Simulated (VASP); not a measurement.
Write the native input for VASP 6.6.1 that does the following.

```yaml
Task: single point
Functional: revPBE
Potentials_or_basis: VASP PAW PBE potentials, release 64 (Co)
Cutoff: 520 eV
k_mesh: 14 × 14 × 14
Occupations: fermi-dirac, width 0.1 eV
Spin: no spin polarisation
Dipole_correction: no
Further_INCAR_settings: ALGO = Normal; EDIFF = 1e-06; NBANDS = 10
```

The structure of Co lies in POSCAR:

```
Co
1.0
    2.2998754767      0.0000000000      0.0000000000
    0.0000000000      2.2998754767      0.0000000000
    0.0000000000      0.0000000000      2.2998754767
Co
1
Direct
    0.0000000000      0.0000000000      0.0000000000
```

One way to write it, as run:

INCAR

```
SYSTEM = Co
PREC = Accurate ; ENCUT = 520
EDIFF = 1E-6 ; ISMEAR = -1
SIGMA = 0.1 ; LREAL = .False.
LASPH = .True. ; NELM = 100
ALGO = Normal ; ISIF = 2
LWAVE = .False. ; LCHARG = .False.
GGA = RE ; NBANDS = 10
```

KPOINTS

```
Automatic mesh
0
Gamma
  14 14 14
  0 0 0
```

Potentials or basis: VASP PAW PBE potentials, release 64 (Co).

Command:

```console
$ cat potpaw_PBE.64/Co/POTCAR > POTCAR
$ mpirun -np 1 vasp_std > vasp.out
```

Results of the run:

```json
{
 "Pressure": "-0.7 GPa"
}
```

Caveat: the PAW data sets were made with another functional, which shifts forces and pressure a little; the run has no spin polarisation, though such a crystal can be magnetic.

Run time: 5.8 s on 1 thread of Intel(R) Xeon(R) 6975P-C (Granite Rapids), on a shared host, peak memory 0.12 GiB.
